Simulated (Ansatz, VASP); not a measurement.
**Se in VASP and in Ansatz**

Contents of POSCAR:

```
Se
1.0
    3.6464994356      0.0000000000      0.0000000000
   -1.8232497178      3.1579611461      0.0000000000
    0.0000000000      0.0000000000      3.8296269254
Se
2
Direct
    0.3333333333      0.6666666667      0.2500000000
    0.6666666667      0.3333333333      0.7500000000
```

The input INCAR.step1:

```
SYSTEM = Se
PREC = Accurate ; ENCUT = 520
ISMEAR = -1 ; SIGMA = 0.1
LREAL = .FALSE. ; LASPH = .TRUE.
NELM = 60 ; NBANDS = 13
GGA = PE ; ALGO = Normal
EDIFF = 1E-4 ; LWAVE = .TRUE.
LCHARG = .FALSE.
```

Contents of INCAR.step2:

```
SYSTEM = Se
PREC = Accurate ; ENCUT = 520
EDIFF = 1E-7 ; ISMEAR = -1
SIGMA = 0.1 ; LREAL = .FALSE.
LASPH = .TRUE. ; NELM = 60
ALGO = Normal ; ISIF = 2
LWAVE = .FALSE. ; LCHARG = .FALSE.
METAGGA = R2SCAN ; LMIXTAU = .TRUE.
NBANDS = 13 ; ISTART = 1
```

Contents of KPOINTS:

```
regular mesh
0
G
  11 11 9
  0 0 0
```

Input for Ansatz:

```yaml
crystal:
  lattice:
    - [3.6464994356, 0.0, 0.0]
    - [-1.8232497178, 3.1579611461, 0.0]
    - [0.0, 0.0, 3.8296269254]
  atoms:
    - { symbol: Se, position: [0.3333333333, 0.6666666667, 0.25] }
    - { symbol: Se, position: [0.6666666667, 0.3333333333, 0.75] }
hamiltonian:
  xc: r2scan
  pseudopotentials:
    kind: paw
    azcp:
      Se: "pseudopotentials/Se.paw.azcp"
basis:
  ecutwfc: 500
  fft_grid_basis: typed
kpoints:
  mp_grid: { grid: [11, 11, 9], shift: [0, 0, 0] }
magnetization:
  spin_polarized: false
scf:
  occupations: { method: fermi_dirac, width: 0.1 }
  lower_state_search: "off"
output:
  stress: true
```

Alike in both runs: task single point; functional r2SCAN; k mesh 11 × 11 × 9; occupations fermi-dirac, width 0.1 eV; no spin polarisation.

|  | VASP | Ansatz |
| --- | --- | --- |
| version | VASP 6.6.1 | Ansatz 0.2.0 |
| potentials or method | VASP PAW PBE potentials, release 64 (Se), cutoff 520 eV | plane waves (500 eV) with PAW, scalar-relativistic |
| valence electrons in the cell | 12 | 32 |

|  | VASP | Ansatz | Ansatz less VASP |
| --- | --- | --- | --- |
| pressure (GPa) | -0.2 | -0.1 | +0.07 |
| traceless stress, the component that is largest in VASP (GPa) | -0.43 | -0.40 | +0.032 |

VASP's potentials were made for PBE, not for r2SCAN. VASP's potentials hold 12 valence electrons a cell and Ansatz's 32, so a difference there can come from the potentials and not from the codes.
